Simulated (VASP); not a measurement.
# AlN (F-43m) in VASP: a series of runs, part 2 of 2

VASP 6.6.1. Earlier steps stand in the parts before.

**4. Single point, PBE-based screened hybrid**

POSCAR reads:

```
AlN
1.0
    0.0000000000      2.1848764855      2.1848764855
    2.1848764855      0.0000000000      2.1848764855
    2.1848764855      2.1848764855      0.0000000000
Al N
1 1
Direct
    0.0000000000      0.0000000000      0.0000000000
    0.7500000000      0.7500000000      0.7500000000
```

INCAR.step1 reads:

```
PREC = Accurate
ENCUT = 520
EDIFF = 1E-5
ISMEAR = 0
SIGMA = 0.01
LREAL = F
LASPH = T
NELM = 100
ALGO = Normal
ISIF = 2
LWAVE = T
LCHARG = F
GGA = PE
NBANDS = 11
```

INCAR.step2 reads:

```
PREC = Accurate
ENCUT = 520
EDIFF = 1E-7
ISMEAR = 0
SIGMA = 0.01
LREAL = F
LASPH = T
NELM = 100
ALGO = Normal
ISIF = 2
LWAVE = F
LCHARG = F
GGA = PE
LHFCALC = T
AEXX = 0.3
HFSCREEN = 0.1
PRECFOCK = Normal
ISTART = 1
NBANDS = 11
```

KPOINTS reads:

```
Automatic mesh
0
Gamma
  4 4 4
```

Potentials or basis: VASP PAW PBE potentials, release 64 (Al, N).

The run is started by

```sh
> cat potpaw_PBE.64/Al/POTCAR potpaw_PBE.64/N/POTCAR > POTCAR
> cp INCAR.step1 INCAR
> mpirun -np 1 vasp_std > vasp.out
> cp INCAR.step2 INCAR
> mpirun -np 1 vasp_std > vasp.out
```

OUTCAR:

```text
PREC = Accurate
   ENCUT = 520
   EDIFF = 1E-7
   ISMEAR = 0
   LREAL = F
   LASPH = T
   NELM = 100
   ISIF = 2
   GGA = PE
   LHFCALC = T
   AEXX = 0.3
   HFSCREEN = 0.1
   PRECFOCK = Normal
   ISTART = 1

 ion  position               nearest neighbor table
   1  0.000  0.000  0.000-   2 1.89   2 1.89   2 1.89   2 1.89
   2  0.750  0.750  0.750-   1 1.89   1 1.89   1 1.89   1 1.89

  LATTYP: Found a face centered cubic cell.
 ALAT       =     4.3697529710

  Lattice vectors:

 A1 = (   0.0000000000,   2.1848764855,   2.1848764855)
 A2 = (   2.1848764855,   0.0000000000,   2.1848764855)
 A3 = (   2.1848764855,   2.1848764855,   0.0000000000)

Analysis of symmetry for initial positions (statically):
=====================================================================
 Subroutine PRICEL returns:
 Original cell was already a primitive cell.

 Routine SETGRP: Setting up the symmetry group for a
 face centered cubic supercell.

 Subroutine GETGRP returns: Found 24 space group operations
 (whereof 24 operations were pure point group operations)
 out of a pool of 48 trial point group operations.

The static configuration has the point symmetry T_d .

Analysis of symmetry for dynamics (positions and initial velocities):
=====================================================================
 Subroutine PRICEL returns:
 Original cell was already a primitive cell.

 Routine SETGRP: Setting up the symmetry group for a
 face centered cubic supercell.

 Subroutine GETGRP returns: Found 24 space group operations
 (whereof 24 operations were pure point group operations)
 out of a pool of 48 trial point group operations.

The dynamic configuration has the point symmetry T_d .

 Subroutine INISYM returns: Found 24 space group operations
 (whereof 24 operations are pure point group operations),
 and found     1 'primitive' translations

----------------------------------------------------------------------------------------

                                     Primitive cell

  volume of cell :      20.8598

  direct lattice vectors                    reciprocal lattice vectors
     0.000000000  2.184876485  2.184876485    -0.228845888  0.228845888  0.228845888
     2.184876485  0.000000000  2.184876485     0.228845888 -0.228845888  0.228845888
     2.184876485  2.184876485  0.000000000     0.228845888  0.228845888 -0.228845888

  length of vectors
     3.089881958  3.089881958  3.089881958     0.396372706  0.396372706  0.396372706

  position of ions in fractional coordinates (direct lattice)
     0.000000000  0.000000000  0.000000000
     0.750000000  0.750000000  0.750000000

  ion indices of the primitive-cell ions
   primitive index   ion index
                 1           1
                 2           2

----------------------------------------------------------------------------------------

 KPOINTS: Automatic mesh
[... 34 lines left out ...]
   number of dos      NEDOS =    301   number of ions     NIONS =      2
   total plane-waves  NPLWV =  13824
   dimension x,y,z NGX =    24 NGY =   24 NGZ =   24
   dimension x,y,z NGXF=    48 NGYF=   48 NGZF=   48
   ions per type =               1   1
   NGX,Y,Z   is equivalent  to a cutoff of  12.91, 12.91, 12.91 a.u.
   NGXF,Y,Z  is equivalent  to a cutoff of  25.83, 25.83, 25.83 a.u.
 SYSTEM =  unknown system
   PREC   = accura    normal or accurate (medium, high low for compatibility)
   ISTART =      1    job   : 0-new  1-cont  2-samecut
   ICHARG =      0    charge: 1-file 2-atom 10-const
   ISPIN  =      1    spin polarized calculation?
   LNONCOLLINEAR =      F non collinear calculations
   LSORBIT =      F    spin-orbit coupling
   LASPH  =      T    aspherical Exc in radial PAW
   ENCUT  =  520.0 eV  38.22 Ry    6.18 a.u.   5.75  5.75  5.75*2*pi/ulx,y,z
   NELM   =    100;   NELMIN=  2; NELMDL=  0     # of ELM steps
   EDIFF  = 0.1E-06   stopping-criterion for ELM
   LREAL  =      F    real-space projection
   EDIFFG = 0.1E-05   stopping-criterion for IOM
   NSW    =      0    number of steps for IOM
   IBRION =     -1    ionic relax: 0-MD 1-quasi-New 2-CG
   NFREE  =      0    steps in history (QN), initial steepest desc. (CG)
   ISIF   =      2    stress and relaxation
   ISYM   =      3    0-nonsym 1-usesym 2-fastsym
   POTIM  = 0.5000    time-step for ionic-motion
   TEBEG  =    0.0;   TEEND  =   0.0 temperature during run
   PSTRESS=    0.0 pullay stress
   NELECT =       8.0000    total number of electrons
   NUPDOWN=      -1.0000    fix difference up-down
   EMIN   =  10.00;   EMAX   =-10.00  energy-range for DOS
   EFERMI =   0.00;   METHOD = LEGACY
   ISMEAR =     0;   SIGMA  =   0.01  broadening in eV -4-tet -1-fermi 0-gaus
   EFERMI_NEDOS =   21; number of points for ismear=-14 and -15
   IALGO  =     38    algorithm
   IMIX   =      1    mixing-type and parameters
     AMIX     =   0.40;   BMIX     =  1.00
     AMIX_MAG =   1.60;   BMIX_MAG =  1.00
  volume/ion in A,a.u.               =      10.43        70.38
  Fermi-wavevector in a.u.,A,eV,Ry     =   1.189418  2.247675 19.248377  1.414716
  Thomas-Fermi vector in A             =   2.325526
   LORBIT       =      0    0 simple, 1 ext, 2 COOP (PROOUT), +10 PAW based schemes
   GGA     = PE    functional components
   LHFCALC =     T    Hartree Fock is set to
   PRECFOCK=normal    Normal, Fast or Accurate (Low or Medium for compatibility)
   ENCUT4O =  -1.0   cutoff for four orbital integrals eV
   NKREDX  =     1    reduce k-point grid by
   NKREDY  =     1    reduce k-point grid by
   NKREDZ  =     1    reduce k-point grid by
   AEXX    =    0.3000 exact exchange contribution
   HFSCREEN=    0.1000 screening length (either q_TF or 0.3 A-1)
   HFSCREENC=   0.1000 screening length for correlation (either q_TF or 0.3 A-1)
   ENCUTFOCK=  -1.0 apply spherical cutoff to Coloumb kernel
   IVDW    =     0    specifies the selected vdW correction
   LEPSILON=     F    determine dielectric tensor
   LRPA    =     F    only Hartree local field effects (RPA)
 non-spin polarized calculation
 Gauss-broadening in eV      SIGMA  =   0.01
  energy-cutoff  :      520.00
  volume of cell :       20.86
 maximum number of plane-waves:       588
 NGX is ok and might be reduce to    24
  NGX = 18; NGY = 18; NGZ = 18

 number of electron       8.0000000 magnetization

 Free energy of the ion-electron system (eV)
  ---------------------------------------------------
  ext. energy  EPLUGINS =         0.00000000
  ---------------------------------------------------
  free energy    TOTEN  =       -18.48952760 eV

  energy without entropy =      -18.48952760  energy(sigma->0) =      -18.48952760

 E-fermi :   4.6820     XC(G=0):  -8.3973

 val. band max:        4.5944201209   @ k =   0.0000   0.0000   0.0000
 cond. band min:       9.8564339056   @ k =   0.5000   0.5000   0.0000
 fundamental gap:      5.2620137847
 Fermi energy:         4.6820447546

 k-point     1 :       0.0000    0.0000    0.0000
  band No.  band energies     occupation
      1     -12.1868      2.00000
      2       4.5944      2.00000
      3       4.5944      2.00000
      4       4.5944      2.00000
      5      10.8921      0.00000
      6      19.6422      0.00000
      7      19.6422      0.00000
      8      19.6422      0.00000
      9      25.0516      0.00000
     10      25.0516      0.00000
     11      26.4224      0.00000
[... 85 lines left out ...]
 k-point     8 :      -0.2500    0.5000    0.2500
  band No.  band energies     occupation
      1      -9.2188      2.00000
      2       0.4046      2.00000
      3       0.7969      2.00000
      4       1.6810      2.00000
      5      12.7864      0.00000
      6      18.4992      0.00000
      7      19.1124      0.00000
      8      19.5734      0.00000
      9      24.8137      0.00000
     10      26.3886      0.00000
     11      32.9774      0.00000

------------------------ aborting loop because EDIFF is reached ----------------------------------------

  FORCE on cell =-STRESS in cart. coord.  units (eV):
  Direction    XX          YY          ZZ          XY          YZ          ZX
  --------------------------------------------------------------------------------------
  -------------------------------------------------------------------------------------
  Total       -0.2768084     -0.2768084     -0.2768084     -0.0000000     -0.0000000      0.0000000
  in kB      -21.2607798    -21.2607798    -21.2607798     -0.0000000     -0.0000000      0.0000000
  external PRESSURE =     -21.2607798 kB  Pullay stress =       0.0000000 kB

 VOLUME and BASIS-vectors are now :
 -----------------------------------------------------------------------------
  energy-cutoff  :      520.00
  volume of cell :       20.86
      direct lattice vectors                 reciprocal lattice vectors
     0.000000000  2.184876485  2.184876485    -0.228845888  0.228845888  0.228845888
     2.184876485  0.000000000  2.184876485     0.228845888 -0.228845888  0.228845888
     2.184876485  2.184876485  0.000000000     0.228845888  0.228845888 -0.228845888

 POSITION                                       TOTAL-FORCE (eV/Angst)
 -----------------------------------------------------------------------------------
      0.00000      0.00000      0.00000         0.000000      0.000000      0.000000
      3.27731      3.27731      3.27731        -0.000000     -0.000000     -0.000000
 -----------------------------------------------------------------------------------
    total drift:                               -0.000000      0.000000     -0.000000

  FREE ENERGIE OF THE ION-ELECTRON SYSTEM (eV)
  ---------------------------------------------------
  free  energy   TOTEN  =       -18.4895276010 eV

  energy  without entropy=      -18.4895276010  energy(sigma->0) =      -18.48952760
```

OSZICAR.step1:

```text
N       E                     dE             d eps       ncg     rms          rms(c)
DAV:   1     0.998335767082E+01    0.99834E+01   -0.37650E+03   184   0.600E+02
DAV:   2    -0.164302110523E+02   -0.26414E+02   -0.25773E+02   208   0.138E+02
DAV:   3    -0.172063862205E+02   -0.77618E+00   -0.77553E+00   221   0.223E+01
DAV:   4    -0.172104241786E+02   -0.40380E-02   -0.40377E-02   197   0.174E+00
DAV:   5    -0.172104748839E+02   -0.50705E-04   -0.50705E-04   215   0.189E-01    0.864E+00
DAV:   6    -0.148157332971E+02    0.23947E+01   -0.11793E+01   208   0.173E+01    0.284E+00
DAV:   7    -0.148102400570E+02    0.54932E-02   -0.17517E-01   206   0.321E+00    0.207E+00
DAV:   8    -0.148054387919E+02    0.48013E-02   -0.28045E-02   194   0.159E+00    0.573E-01
DAV:   9    -0.148040667725E+02    0.13720E-02   -0.38724E-03   209   0.371E-01    0.235E-01
DAV:  10    -0.148041171654E+02   -0.50393E-04   -0.42250E-04   200   0.132E-01    0.218E-02
DAV:  11    -0.148041300649E+02   -0.12900E-04   -0.13184E-05   197   0.269E-02    0.161E-02
DAV:  12    -0.148041299798E+02    0.85123E-07   -0.35431E-07   100   0.463E-03
   1 F= -.14804130E+02 E0= -.14804130E+02  d E =-.541252E-17
```

Run time: 2.8 min. Hardware: 1 thread of AMD EPYC 7R13, shared host; peak memory 0.2 GiB.

Results:

| Property | Result |
| --- | --- |
| Free energy | -18.4895 eV |
| Pressure | -2.1 GPa |
| Band gap on the k mesh | 5.26 eV, indirect (least direct gap 6.30 eV) |

Caveat: the k points lie up to 0.62 Å⁻¹ apart; the PAW data sets were made with another functional, which shifts forces and pressure a little.

**5. The runs side by side**

| level | screening parameter | share of exact exchange | gap on the mesh (eV) | pressure (GPa) |
| --- | --- | --- | --- | --- |
| HSE06 | 0.2079 1/Å | - | 4.55 | -0.8 |
| PBE-based screened hybrid | 0.1 1/Å | 0.05 | 3.61 | 3.3 |
| PBE-based screened hybrid | 0.1 1/Å | 0.3 | 5.26 | -2.1 |

Alike in all rows: task single point; potentials or basis VASP PAW PBE potentials, release 64 (Al, N); no spin polarisation; cell as given; k mesh 4 × 4 × 4; cutoff (eV) 520; smearing gaussian 0.01 eV.

Caveats: all runs use coarse meshes; the PAW data sets were made with another functional, which shifts forces and pressure a little.

Absolute energies hang on the potentials; compare differences alone.
